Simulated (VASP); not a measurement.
# Cu12F in VASP: single point with PBE

Aim: the single point of Cu12F with PBE.

Everything below comes from runs of VASP 6.6.1. Logs are shortened: lines on timing, memory, paths and dates and some standing lists are left out, and cuts for length are marked.

### Step 1. The cell of the first run

The cell holds a slab with vacuum, 13 atoms: a = 5.132 Å, b = 5.132 Å, c = 19.622 Å, α = 90.00°, β = 90.00°, γ = 120.00°.

### Step 2. Single point, PBE

Input file INCAR:

```
PREC     = Accurate       # precision mode
ENCUT    = 520            # plane-wave cutoff, eV
EDIFF    = 1E-6           # SCF threshold, eV
ISMEAR   = 0              # smearing method
SIGMA    = 0.1            # smearing width, eV
LREAL    = F              # projectors in reciprocal space
LASPH    = T              # aspherical terms in the spheres
NELM     = 80             # most SCF steps
ALGO     = Normal         # electronic algorithm
ISIF     = 2              # what is computed and relaxed
LWAVE    = F              # write WAVECAR
LCHARG   = F              # write CHGCAR
LDIPOL   = T            
IDIPOL   = 3            
DIPOL    = 0.5 0.5 0.324
GGA      = PE             # functional
NBANDS   = 82             # bands
```

Input file KPOINTS:

```
Automatic mesh
0
Gamma
  6 6 1
```

Input file POSCAR:

```
Cu12F
1.0
    5.1319544646      0.0000000000      0.0000000000
   -2.5659772323      4.4444029374      0.0000000000
    0.0000000000      0.0000000000     19.6215700548
Cu F
12 1
Direct
    0.3333333333      0.1666666667      0.2038572851
    0.3333333333      0.6666666667      0.2038572851
    0.8333333333      0.1666666667      0.2038572851
    0.8333333333      0.6666666667      0.2038572851
    0.1666666667      0.3333333334      0.3088788036
    0.1666666667      0.8333333334      0.3088788036
    0.6666666667      0.3333333334      0.3088788036
    0.6666666667      0.8333333333      0.3088788036
    0.0000000000      0.0000000000      0.4139103055
    0.0000000000      0.5000000000      0.4139103055
    0.5000000000      0.0000000000      0.4139103055
    0.5000000000      0.5000000000      0.4139103055
    0.1666666667      0.0833333334      0.5009480755
```

Potentials or basis: VASP PAW PBE potentials, release 64 (Cu, F).

Run with:

```sh
cat potpaw_PBE.64/Cu/POTCAR potpaw_PBE.64/F/POTCAR > POTCAR
mpirun -np 1 vasp_std > vasp.out
```

OUTCAR:

```text
PREC = Accurate
   ENCUT = 520
   EDIFF = 1E-6
   ISMEAR = 0
   LREAL = F
   LASPH = T
   NELM = 80
   ISIF = 2
   GGA = PE

 ion  position               nearest neighbor table
   1  0.333  0.167  0.204-   6 2.54   5 2.54   7 2.54   4 2.57   2 2.57   2 2.57   4 2.57   3 2.57
                             3 2.57
   2  0.333  0.667  0.204-   5 2.54   6 2.54   8 2.54   3 2.57   1 2.57   1 2.57   3 2.57   4 2.57
                             4 2.57
   3  0.833  0.167  0.204-   7 2.54   8 2.54   5 2.54   4 2.57   2 2.57   4 2.57   2 2.57   1 2.57
                             1 2.57
   4  0.833  0.667  0.204-   8 2.54   7 2.54   6 2.54   3 2.57   1 2.57   3 2.57   1 2.57   2 2.57
                             2 2.57
   5  0.167  0.333  0.309-   2 2.54   1 2.54   3 2.54  12 2.54  10 2.54   9 2.54   8 2.57   6 2.57
                             6 2.57   7 2.57   7 2.57   8 2.57
   6  0.167  0.833  0.309-   1 2.54   2 2.54   4 2.54  11 2.54   9 2.54  10 2.54   8 2.57   5 2.57
                             5 2.57   7 2.57   7 2.57   8 2.57
   7  0.667  0.333  0.309-   4 2.54   3 2.54   1 2.54  10 2.54  12 2.54  11 2.54   8 2.57   6 2.57
                             6 2.57   5 2.57   5 2.57   8 2.57
   8  0.667  0.833  0.309-   4 2.54   3 2.54   2 2.54  12 2.54   9 2.54  11 2.54   7 2.57   5 2.57
                             6 2.57   5 2.57   6 2.57   7 2.57
   9  0.000  0.000  0.414-  13 1.86   8 2.54   6 2.54   5 2.54  12 2.57  10 2.57  10 2.57  12 2.57
                            11 2.57  11 2.57
  10  0.000  0.500  0.414-   7 2.54   5 2.54   6 2.54   9 2.57  11 2.57   9 2.57  11 2.57  12 2.57
                            12 2.57
  11  0.500  0.000  0.414-   6 2.54   7 2.54   8 2.54  10 2.57  12 2.57  12 2.57  10 2.57   9 2.57
                             9 2.57
  12  0.500  0.500  0.414-   8 2.54   5 2.54   7 2.54   9 2.57  11 2.57  11 2.57   9 2.57  10 2.57
                            10 2.57
  13  0.167  0.083  0.501-   9 1.86

  LATTYP: Found a hexagonal cell.
 ALAT       =     5.1319544646
 C/A-ratio  =     3.8234107863

  Lattice vectors:

 A1 = (   5.1319544646,   0.0000000000,   0.0000000000)
 A2 = (  -2.5659772323,   4.4444029374,   0.0000000000)
 A3 = (   0.0000000000,   0.0000000000,  19.6215700548)

Analysis of symmetry for initial positions (statically):
=====================================================================
 Subroutine PRICEL returns:
 Original cell was already a primitive cell.

 Routine SETGRP: Setting up the symmetry group for a
 hexagonal supercell.

 Subroutine GETGRP returns: Found  2 space group operations
 (whereof  2 operations were pure point group operations)
 out of a pool of 24 trial point group operations.

The static configuration has the point symmetry C_1h.

Analysis of symmetry for dynamics (positions and initial velocities):
=====================================================================
 Subroutine PRICEL returns:
 Original cell was already a primitive cell.

 Routine SETGRP: Setting up the symmetry group for a
 hexagonal supercell.

 Subroutine GETGRP returns: Found  2 space group operations
 (whereof  2 operations were pure point group operations)
 out of a pool of 24 trial point group operations.

The dynamic configuration has the point symmetry C_1h.

 Subroutine INISYM returns: Found  2 space group operations
 (whereof  2 operations are pure point group operations),
 and found     1 'primitive' translations

----------------------------------------------------------------------------------------

                                     Primitive cell

  volume of cell :     447.5381

  direct lattice vectors                    reciprocal lattice vectors
     5.131954465  0.000000000  0.000000000     0.194857536  0.112501051  0.000000000
    -2.565977232  4.444402937  0.000000000     0.000000000  0.225002101  0.000000000
     0.000000000  0.000000000 19.621570055     0.000000000  0.000000000  0.050964321

  length of vectors
     5.131954465  5.131954465 19.621570055     0.225002101  0.225002101  0.050964321

  position of ions in fractional coordinates (direct lattice)
     0.333333333  0.166666667  0.203857285
     0.333333333  0.666666667  0.203857285
     0.833333333  0.166666667  0.203857285
     0.833333333  0.666666667  0.203857285
[... 51 lines left out ...]

 Following reciprocal coordinates:
            Coordinates               Weight
  0.000000  0.000000  0.000000      1.000000
  0.166667  0.000000  0.000000      2.000000
  0.000000  0.166667  0.000000      4.000000
  0.333333  0.000000  0.000000      2.000000
  0.000000  0.333333  0.000000      4.000000
  0.500000  0.000000  0.000000      1.000000
  0.000000  0.500000  0.000000      2.000000
  0.166667  0.166667  0.000000      4.000000
 -0.166667  0.333333  0.000000      2.000000
  0.333333  0.166667  0.000000      4.000000
 -0.166667  0.500000  0.000000      4.000000
  0.500000  0.333333  0.000000      4.000000
  0.333333  0.333333  0.000000      2.000000
   k-points           NKPTS =     13   k-points in BZ     NKDIM =     13   number of bands    NBANDS=     82
   number of dos      NEDOS =    301   number of ions     NIONS =     13
   total plane-waves  NPLWV = 240000
   dimension x,y,z NGX =    40 NGY =   40 NGZ =  150
   dimension x,y,z NGXF=    80 NGYF=   80 NGZF=  300
   ions per type =              12   1
   NGX,Y,Z   is equivalent  to a cutoff of  12.96, 12.96, 12.71 a.u.
   NGXF,Y,Z  is equivalent  to a cutoff of  25.92, 25.92, 25.42 a.u.
 SYSTEM =  unknown system
   PREC   = accura    normal or accurate (medium, high low for compatibility)
   ISTART =      0    job   : 0-new  1-cont  2-samecut
   ICHARG =      2    charge: 1-file 2-atom 10-const
   ISPIN  =      1    spin polarized calculation?
   LNONCOLLINEAR =      F non collinear calculations
   LSORBIT =      F    spin-orbit coupling
   LASPH  =      T    aspherical Exc in radial PAW
   ENCUT  =  520.0 eV  38.22 Ry    6.18 a.u.   9.54  9.54 36.48*2*pi/ulx,y,z
   NELM   =     80;   NELMIN=  2; NELMDL= -5     # of ELM steps
   EDIFF  = 0.1E-05   stopping-criterion for ELM
   LREAL  =      F    real-space projection
   EDIFFG = 0.1E-04   stopping-criterion for IOM
   NSW    =      0    number of steps for IOM
   IBRION =     -1    ionic relax: 0-MD 1-quasi-New 2-CG
   NFREE  =      0    steps in history (QN), initial steepest desc. (CG)
   ISIF   =      2    stress and relaxation
   ISYM   =      2    0-nonsym 1-usesym 2-fastsym
   POTIM  = 0.5000    time-step for ionic-motion
   TEBEG  =    0.0;   TEEND  =   0.0 temperature during run
   PSTRESS=    0.0 pullay stress
   NELECT =     139.0000    total number of electrons
   NUPDOWN=      -1.0000    fix difference up-down
   EMIN   =  10.00;   EMAX   =-10.00  energy-range for DOS
   EFERMI =   0.00;   METHOD = LEGACY
   ISMEAR =     0;   SIGMA  =   0.10  broadening in eV -4-tet -1-fermi 0-gaus
   EFERMI_NEDOS =   21; number of points for ismear=-14 and -15
   IALGO  =     38    algorithm
   IMIX   =      4    mixing-type and parameters
     AMIX     =   0.40;   BMIX     =  1.00
     AMIX_MAG =   1.60;   BMIX_MAG =  1.00
  volume/ion in A,a.u.               =      34.43       232.32
  Fermi-wavevector in a.u.,A,eV,Ry     =   1.108672  2.095086 16.723652  1.229154
  Thomas-Fermi vector in A             =   2.245202
   LORBIT       =      0    0 simple, 1 ext, 2 COOP (PROOUT), +10 PAW based schemes
   GGA     = PE    functional components
   LHFCALC =     F    Hartree Fock is set to
   AEXX    =    0.0000 exact exchange contribution
   IVDW    =     0    specifies the selected vdW correction
   LEPSILON=     F    determine dielectric tensor
   LRPA    =     F    only Hartree local field effects (RPA)
 non-spin polarized calculation
 Gauss-broadening in eV      SIGMA  =   0.10
  energy-cutoff  :      520.00
  volume of cell :      447.54
 maximum number of plane-waves:     12109
 NGX is ok and might be reduce to    40
   NGX = 19   NGY = 19   NGZ = 73

 dipolmoment           0.000000      0.000000     -0.000008 electrons x Angstroem

 number of electron     139.0000030 magnetization

 dipolmoment           0.000000      0.000000      0.215127 electrons x Angstroem

 Free energy of the ion-electron system (eV)
  ---------------------------------------------------
  ext. energy  EPLUGINS =         0.00000000
  ---------------------------------------------------
  free energy    TOTEN  =       -45.12917264 eV

  energy without entropy =      -45.08363468  energy(sigma->0) =      -45.10640366

 E-fermi :  -1.2514     XC(G=0):  -5.1203

 val. band max:       -1.2645124555   @ k =   0.5000   0.0000   0.0000
 cond. band min:      -1.2486459484   @ k =   0.1667   0.0000   0.0000
 fundamental gap:      0.0158665071
 Fermi energy:        -1.2514185602

 k-point     1 :       0.0000    0.0000    0.0000
  band No.  band energies     occupation
      1     -23.3143      2.00000
      2      -9.8478      2.00000
      3      -7.8487      2.00000
      4      -6.4184      2.00000
      5      -6.1403      2.00000
      6      -5.9846      2.00000
[... 1081 lines left out ...]
     80       3.6985      0.00000
     81       4.9032      0.00000
 [bands above 81 left out]

------------------------ aborting loop because EDIFF is reached ----------------------------------------

 vacuum level on the upper side and lower side of the slab       (xc-potential included)         0.691        -0.977

  FORCE on cell =-STRESS in cart. coord.  units (eV):
  Direction    XX          YY          ZZ          XY          YZ          ZX
  --------------------------------------------------------------------------------------
  -------------------------------------------------------------------------------------
  Total       -2.1342879     -2.1956963      0.9317398      0.0531812      0.4065927      0.7042389
  in kB       -7.6407080     -7.8605488      3.3356098      0.1903878      1.4555938      2.5211610
  external PRESSURE =      -4.0552157 kB  Pullay stress =       0.0000000 kB

 VOLUME and BASIS-vectors are now :
 -----------------------------------------------------------------------------
  energy-cutoff  :      520.00
  volume of cell :      447.54
      direct lattice vectors                 reciprocal lattice vectors
     5.131954465  0.000000000  0.000000000     0.194857536  0.112501051  0.000000000
    -2.565977232  4.444402937  0.000000000     0.000000000  0.225002101  0.000000000
     0.000000000  0.000000000 19.621570055     0.000000000  0.000000000  0.050964321

 POSITION                                       TOTAL-FORCE (eV/Angst)
 -----------------------------------------------------------------------------------
      1.28299      0.74073      4.00000        -0.038015     -0.021948     -0.043546
     -0.00000      2.96294      4.00000        -0.025266     -0.014588     -0.093607
      3.84897      0.74073      4.00000         0.035023      0.012122     -0.126413
      2.56598      2.96294      4.00000         0.028010      0.024270     -0.126413
      0.00000      1.48147      6.06069         0.000948     -0.017674      0.013490
     -1.28299      3.70367      6.06069        -0.014832      0.009658      0.013490
      2.56598      1.48147      6.06069        -0.013459     -0.007771      0.096438
      1.28299      3.70367      6.06069         0.049508      0.028583      0.248447
      0.00000      0.00000      8.12157        -0.448790     -0.259109     -0.182678
     -1.28299      2.22220      8.12157        -0.049242     -0.028430     -0.122383
      2.56598      0.00000      8.12157         0.039183     -0.024383      0.104891
      1.28299      2.22220      8.12157        -0.001525      0.046125      0.104891
      0.64149      0.37037      9.82939         0.438457      0.253144      0.113392
 -----------------------------------------------------------------------------------
    total drift:                                0.000039      0.000021     -0.006918

  FREE ENERGIE OF THE ION-ELECTRON SYSTEM (eV)
  ---------------------------------------------------
  free  energy   TOTEN  =       -45.1291726386 eV

  energy  without entropy=      -45.0836346759  energy(sigma->0) =      -45.10640366

 vacuum level on the upper side and lower side of the slab         5.133         3.421
```

Wall time 21 min (1 thread of Intel Xeon Platinum 8375C at 2.90GHz (Ice Lake), shared host); peak memory 0.73 GiB.

What came out:

| Property | Result |
| --- | --- |
| Free energy | -45.1292 eV |
| Largest force | 0.549 eV/Å |

Forces on the atoms (eV/Å):
```
Cu  -0.038 -0.022 -0.044
Cu  -0.025 -0.015 -0.094
Cu   0.035  0.012 -0.126
Cu   0.028  0.024 -0.126
Cu   0.001 -0.018  0.013
Cu  -0.015  0.010  0.013
Cu  -0.013 -0.008  0.096
Cu   0.050  0.029  0.248
Cu  -0.449 -0.259 -0.183
Cu  -0.049 -0.028 -0.122
Cu   0.039 -0.024  0.105
Cu  -0.002  0.046  0.105
F    0.438  0.253  0.113
```

Caveat: an odd number of electrons without spin polarisation forces a metal; a magnetic or distorted state may lie lower.
